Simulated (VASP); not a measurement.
Write the native input for VASP 6.6.1 that does the following.

* Task: single point
* Functional: PBEsol
* Potentials or basis: VASP PAW PBE potentials, release 64 (Sn_d, Se)
* Cutoff: 500 eV
* k mesh: 8 × 8 × 4
* Occupations: gaussian, width 0.01 eV
* Spin: no spin polarisation
* Dipole correction: no
* Further INCAR settings: ALGO = Normal; EDIFF = 1e-06; NBANDS = 20

The structure of SnSe2 lies in POSCAR:

```
SnSe2
1.0
    3.7807525312      0.0000000000      0.0000000000
   -1.8903762656      3.2742277375      0.0000000000
    0.0000000000      0.0000000000      6.1763021437
Sn Se
1 2
Direct
    0.0000000000      0.0000000000      0.0000000000
    0.3333333333      0.6666666667      0.2584674350
    0.6666666667      0.3333333333      0.7415325650
```

This cell differs from its parent crystal: in-plane strain -0.01.

One way to write it, as run:

INCAR

```
SYSTEM = SnSe2
PREC     = Accurate       ! precision mode
ENCUT    = 500            ! plane-wave cutoff, eV
EDIFF    = 1E-6           ! SCF threshold, eV
ISMEAR   = 0              ! smearing method
SIGMA    = 0.01           ! smearing width, eV
LREAL    = .False.        ! projectors in reciprocal space
LASPH    = .True.         ! aspherical terms in the spheres
NELM     = 120            ! most SCF steps
ALGO     = Normal         ! electronic algorithm
ISIF     = 2              ! what is computed and relaxed
LWAVE    = .False.        ! write WAVECAR
LCHARG   = .False.        ! write CHGCAR
GGA      = PS             ! functional
NBANDS   = 20             ! bands
GGA_COMPAT= .False.
```

KPOINTS

```
regular mesh
0
Gamma
  8 8 4
  0 0 0
```

Potentials or basis: VASP PAW PBE potentials, release 64 (Sn_d, Se).

Command:

```sh
$ cat potpaw_PBE.64/Sn_d/POTCAR potpaw_PBE.64/Se/POTCAR > POTCAR
$ mpirun -np 1 vasp_std > vasp.out
```

Results of the run:

```json
{"Pressure": "1.1 GPa", "Largest force": "0.037 eV/Å", "Band gap on the k mesh": "0.60 eV (least direct gap 1.15 eV)"}
```

Caveat: the cell differs from its parent crystal (in-plane strain -0.01); the PAW data sets were made with another functional, which shifts forces and pressure a little; spin-orbit coupling is left out, which moves the levels of the heavy elements; this functional lacks dispersion, which binds the layers, so the pressure and a relaxed spacing across them are unreliable.

Run time: 62 s on 1 thread of Intel Xeon 8259CL, on a shared host, peak memory 0.21 GiB.
